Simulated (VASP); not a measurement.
# I in VASP: further runs, part 2 of 2

VASP 6.6.1. The steps go on from the part before.

### 4 Relaxation of cell and atoms, PBEsol

This run uses another cell than the first one: it holds 1 atom, not 3.

Input file INCAR:

```
ALGO = Fast
EDIFF = 1E-6
EDIFFG = -0.01
ENCUT = 600
GGA = PS
IBRION = 2
ISIF = 3
ISMEAR = 0
LASPH = T
LCHARG = F
LREAL = F
LWAVE = F
NELM = 80
NSW = 100
PREC = Accurate
SIGMA = 0.1
```

Input file KPOINTS:

```
k-points
0
Gamma
  18 18 18
```

Input file POSCAR:

```
I
1.0
    2.3520625705      1.3579639583      2.0054876207
   -2.3520625705      1.3579639583      2.0054876207
    0.0000000000     -2.7159279165      2.0054876207
I
1
Direct
    0.5000000000      0.5000000000      0.5000000000
```

Potentials or basis: VASP PAW PBE potentials, release 64 (I).

On the command line:

```
cat potpaw_PBE.64/I/POTCAR > POTCAR
mpirun -np 1 vasp_std > vasp.out
```

OUTCAR:

```text
EDIFF = 1E-6
   EDIFFG = -0.01
   ENCUT = 600
   GGA = PS
   IBRION = 2
   ISIF = 3
   ISMEAR = 0
   LASPH = T
   LREAL = F
   NELM = 80
   NSW = 100
   PREC = Accurate

 ion  position               nearest neighbor table
   1  0.500  0.500  0.500-

  LATTYP: Found a trigonal (rhomboedric) cell.
 ALAT       =     3.3761287067
 COS(alpha) =     0.0292894539

  Lattice vectors:

 A1 = (   2.3520625705,   1.3579639583,   2.0054876207)
 A2 = (  -2.3520625705,   1.3579639583,   2.0054876207)
 A3 = (   0.0000000000,  -2.7159279165,   2.0054876207)

Analysis of symmetry for initial positions (statically):
=====================================================================
 Subroutine PRICEL returns:
 Original cell was already a primitive cell.

 Routine SETGRP: Setting up the symmetry group for a
 trigonal (rhombohedral) supercell.

 Subroutine GETGRP returns: Found 12 space group operations
 (whereof 12 operations were pure point group operations)
 out of a pool of 12 trial point group operations.

The static configuration has the point symmetry D_3d.

Analysis of symmetry for dynamics (positions and initial velocities):
=====================================================================
 Subroutine PRICEL returns:
 Original cell was already a primitive cell.

 Routine SETGRP: Setting up the symmetry group for a
 trigonal (rhombohedral) supercell.

 Subroutine GETGRP returns: Found 12 space group operations
 (whereof 12 operations were pure point group operations)
 out of a pool of 12 trial point group operations.

The dynamic configuration has the point symmetry D_3d.

 Subroutine INISYM returns: Found 12 space group operations
 (whereof 12 operations are pure point group operations),
 and found     1 'primitive' translations

----------------------------------------------------------------------------------------

                                     Primitive cell

  volume of cell :      38.4334

  direct lattice vectors                    reciprocal lattice vectors
     2.352062570  1.357963958  2.005487621     0.212579379  0.122732762  0.166210616
    -2.352062570  1.357963958  2.005487621    -0.212579379  0.122732762  0.166210616
     0.000000000 -2.715927917  2.005487621     0.000000000 -0.245465523  0.166210616

  length of vectors
     3.376128707  3.376128707  3.376128707     0.296444416  0.296444416  0.296444416

  position of ions in fractional coordinates (direct lattice)
     0.500000000  0.500000000  0.500000000

  ion indices of the primitive-cell ions
   primitive index   ion index
                 1           1

----------------------------------------------------------------------------------------

 KPOINTS: k-points

Automatic generation of k-mesh.
 Grid dimensions read from file:
 generate k-points for:   18   18   18

 Generating k-lattice:

  Cartesian coordinates                     Fractional coordinates (reciprocal lattice)
     0.011809965  0.006818487  0.009233923     0.055555556  0.000000000  0.000000000
    -0.011809965  0.006818487  0.009233923     0.000000000  0.055555556  0.000000000
     0.000000000 -0.013636974  0.009233923     0.000000000  0.000000000  0.055555556

  Length of vectors
     0.016469134  0.016469134  0.016469134
[... 54 lines left out ...]
   EDIFF  = 0.1E-05   stopping-criterion for ELM
   LREAL  =      F    real-space projection
   EDIFFG = -.1E-01   stopping-criterion for IOM
   NSW    =    100    number of steps for IOM
   IBRION =      2    ionic relax: 0-MD 1-quasi-New 2-CG
   NFREE  =      1    steps in history (QN), initial steepest desc. (CG)
   ISIF   =      3    stress and relaxation
   ISYM   =      2    0-nonsym 1-usesym 2-fastsym
   POTIM  = 0.5000    time-step for ionic-motion
   TEBEG  =    0.0;   TEEND  =   0.0 temperature during run
   PSTRESS=    0.0 pullay stress
   NELECT =       7.0000    total number of electrons
   NUPDOWN=      -1.0000    fix difference up-down
   EMIN   =  10.00;   EMAX   =-10.00  energy-range for DOS
   EFERMI =   0.00;   METHOD = LEGACY
   ISMEAR =     0;   SIGMA  =   0.10  broadening in eV -4-tet -1-fermi 0-gaus
   EFERMI_NEDOS =   21; number of points for ismear=-14 and -15
   IALGO  =     68    algorithm
   IMIX   =      4    mixing-type and parameters
     AMIX     =   0.40;   BMIX     =  1.00
     AMIX_MAG =   1.60;   BMIX_MAG =  1.00
  volume/ion in A,a.u.               =      38.43       259.36
  Fermi-wavevector in a.u.,A,eV,Ry     =   0.927979  1.753626 11.716585  0.861145
  Thomas-Fermi vector in A             =   2.054106
   LORBIT       =      0    0 simple, 1 ext, 2 COOP (PROOUT), +10 PAW based schemes
   GGA     = PS    functional components
   LHFCALC =     F    Hartree Fock is set to
   AEXX    =    0.0000 exact exchange contribution
   IVDW    =     0    specifies the selected vdW correction
   LEPSILON=     F    determine dielectric tensor
   LRPA    =     F    only Hartree local field effects (RPA)
 conjugate gradient relaxation of ions
 non-spin polarized calculation
 RMM-DIIS sequential band-by-band and
 Gauss-broadening in eV      SIGMA  =   0.10
  energy-cutoff  :      600.00
  volume of cell :       38.43
 maximum number of plane-waves:      1301
   NGX = 13   NGY = 13   NGZ = 13

--------------------------------------- Ionic step        1  -------------------------------------------

 number of electron       7.0000001 magnetization

 Free energy of the ion-electron system (eV)
  ---------------------------------------------------
  ext. energy  EPLUGINS =         0.00000000
  ---------------------------------------------------
  free energy    TOTEN  =        -1.47270071 eV

  energy without entropy =       -1.46748010  energy(sigma->0) =       -1.47009040

------------------------ aborting loop because EDIFF is reached ----------------------------------------

  FORCE on cell =-STRESS in cart. coord.  units (eV):
  Direction    XX          YY          ZZ          XY          YZ          ZX
  --------------------------------------------------------------------------------------
  -------------------------------------------------------------------------------------
  Total        0.0076192      0.0076192     -0.0117171      0.0000000     -0.0000000      0.0000000
  in kB        0.3176218      0.3176218     -0.4884537      0.0000000     -0.0000000      0.0000000
  external PRESSURE =       0.0489300 kB  Pullay stress =       0.0000000 kB
[... 86 lines left out ...]
  FREE ENERGIE OF THE ION-ELECTRON SYSTEM (eV)
  ---------------------------------------------------
  free  energy   TOTEN  =        -1.4727486923 eV

  energy  without entropy=       -1.4675339742  energy(sigma->0) =       -1.47014133

[... ionic steps 4 to 7 ...]

--------------------------------------- Ionic step        8  -------------------------------------------

 number of electron       7.0000001 magnetization

------------------------ aborting loop because EDIFF is reached ----------------------------------------
[... 65 lines left out ...]
--------------------------------------- Ionic step       10  -------------------------------------------

 number of electron       7.0000001 magnetization

 Free energy of the ion-electron system (eV)
  ---------------------------------------------------
  ext. energy  EPLUGINS =         0.00000000
  ---------------------------------------------------
  free energy    TOTEN  =        -1.47296480 eV

  energy without entropy =       -1.46779202  energy(sigma->0) =       -1.47037841

 E-fermi :   3.9975     XC(G=0):  -8.6826

 val. band max:        3.9974030293   @ k =   0.1667   0.0000   0.0000
 cond. band min:       4.0025664387   @ k =  -0.2778   0.0556   0.0000
 fundamental gap:      0.0051634094
 Fermi energy:         3.9974607005

 k-point     1 :       0.0000    0.0000    0.0000
  band No.  band energies     occupation
      1      -9.9552      2.00000
      2       3.8254      1.98505
      3       3.8254      1.98505
      4       3.8489      1.96435
      5       9.3170      0.00000
      6      10.3251      0.00000
      7      10.3251      0.00000
[... 221 lines left out ...]
 k-point    24 :      -0.2222    0.0556   -0.0000
  band No.  band energies     occupation
      1      -9.5806      2.00000
      2       1.2678      2.00000
      3       3.8648      1.93938
      4       4.1441      0.03815
      5      10.3203      0.00000
      6      10.9766      0.00000
      7      13.6087      0.00000

 [... further k-points ...]

------------------------ aborting loop because EDIFF is reached ----------------------------------------

  FORCE on cell =-STRESS in cart. coord.  units (eV):
  Direction    XX          YY          ZZ          XY          YZ          ZX
  --------------------------------------------------------------------------------------
  -------------------------------------------------------------------------------------
  Total       -0.0050216     -0.0050216     -0.0081130     -0.0000000     -0.0000000      0.0000000
  in kB       -0.2088599     -0.2088599     -0.3374413     -0.0000000     -0.0000000      0.0000000
  external PRESSURE =      -0.2517203 kB  Pullay stress =       0.0000000 kB
[... 16 lines left out ...]
  FREE ENERGIE OF THE ION-ELECTRON SYSTEM (eV)
  ---------------------------------------------------
  free  energy   TOTEN  =        -1.4729647959 eV

  energy  without entropy=       -1.4677920183  energy(sigma->0) =       -1.47037841

 reached required accuracy - stopping structural energy minimisation
```

It took 11 min on 1 thread of Oxide Virtual Turin-like, shared host; peak memory 0.3 GiB.

Results:

```
Free energy                           : -1.4730 eV
Relaxed volume                        : 38.52 Å³/atom
Relaxed cell                          : a = 3.377 Å, b = 3.377 Å, c = 3.377 Å, α = 89.73°, β = 89.73°, γ = 89.73°
Space group after relaxing (to 0.1 Å) : Pm-3m (No. 221)
Energy gained by relaxing             : 0.3 meV/atom
Ionic steps                           : 10
Pressure after relaxing               : 0.0 GPa
Band gap on the k mesh                : zero (an odd number of electrons rules out a gap without spin polarisation)
```

The path:
```tsv
step	energy change (eV)	largest force (eV/Å)	pressure (GPa)	volume (Å³)
1	0.0000	0.0000	0.00	38.43
2	0.0000	0.0000	0.00	38.44
3	0.0000	0.0000	-0.01	38.46
4	-0.0001	0.0000	-0.03	38.50
5	-0.0002	0.0000	-0.07	38.57
6	-0.0002	0.0000	-0.17	38.71
7	-0.0002	0.0000	-0.10	38.62
8	-0.0002	0.0000	-0.10	38.61
9	-0.0002	0.0000	-0.07	38.58
10	-0.0003	0.0000	-0.03	38.52
```

Final structure:
```
CELL_PARAMETERS angstrom
2.38244 1.37550 1.95912
-2.38244 1.37550 1.95912
0.00000 -2.75101 1.95912
ATOMIC_POSITIONS crystal
I 0.50000 0.50000 0.50000
```

Caveat: the PAW data sets were made with another functional, which shifts forces and pressure a little; spin-orbit coupling is left out, which moves the levels of the heavy elements; an odd number of electrons without spin polarisation forces a metal; a magnetic or distorted state may lie lower.

### 5 Summary

```csv
task,cell,k mesh,cutoff (eV),gap on the mesh (eV),pressure (GPa)
single point,"a = 4.704, b = 4.704, c = 6.016 Å, angles 90.0, 90.0, 120.0°, 3 atoms, atomic positions A",6 × 6 × 4,520,none,0.0
single point,"a = 3.376 Å, 1 atom, atomic positions B",18 × 18 × 18,520,none,0.0
relaxation of cell and atoms,"relaxed from a = 3.376 Å, angles 88.3°, 1 atom, atomic positions B",18 × 18 × 18,600,none,0.0
```

Alike in all rows: level PBEsol; potentials or basis VASP PAW PBE potentials, release 64 (I); no spin polarisation; smearing gaussian 0.1 eV.

Caveats: the PAW data sets were made with another functional, which shifts forces and pressure a little; spin-orbit coupling is left out, which moves the levels of the heavy elements; an odd number of electrons without spin polarisation forces a metal; a magnetic or distorted state may lie lower.

Absolute energies hang on the potentials; compare differences alone.

The gap in the log of VASP goes by the Fermi energy; the results here count the filled bands.